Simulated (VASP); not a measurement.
Cr:

```
CELL_PARAMETERS angstrom
-1.44195 1.44195 1.44195
1.44195 -1.44195 1.44195
1.44195 1.44195 -1.44195
ATOMIC_POSITIONS crystal
Cr 0.00000 0.00000 0.00000
```

| Property | Result |
| --- | --- |
| Program | VASP 6.6.1 |
| Task | relaxation of cell and atoms |
| Functional | r2SCAN |
| Potentials or basis | VASP PAW PBE potentials, release 64 (Cr_pv) |
| Cutoff | 600 eV |
| k mesh | 15 × 15 × 15 |
| Occupations | fermi-dirac, width 0.1 eV |
| Spin | no spin polarisation |

At the start: pressure -13.6 GPa; volume 11.99 Å³/atom.

How do energy, volume and symmetry change on relaxing?

Over 4 steps the energy falls by 28.6 meV/atom and the volume is 11.35 Å³/atom (-5.3 %); space group Im-3m (No. 229, to 0.1 Å) before and after.

The path:
```csv
step,energy change (eV),largest force (eV/Å),pressure (GPa),volume (Å³)
1,0.0000,0.0000,-13.56,11.99
2,0.0669,0.0000,32.14,10.32
3,-0.0285,0.0000,-0.42,11.37
4,-0.0286,0.0000,-0.05,11.35
```

Final structure:
```
Cr
1.0
    -1.41581    1.41581    1.41581
     1.41581   -1.41581    1.41581
     1.41581    1.41581   -1.41581
Cr
1
Cartesian
  0.0000 0.0000 2.8316
```

Caveat: the PAW data sets were made with another functional, which shifts forces and pressure a little; the run has no spin polarisation, though such a crystal can be magnetic.
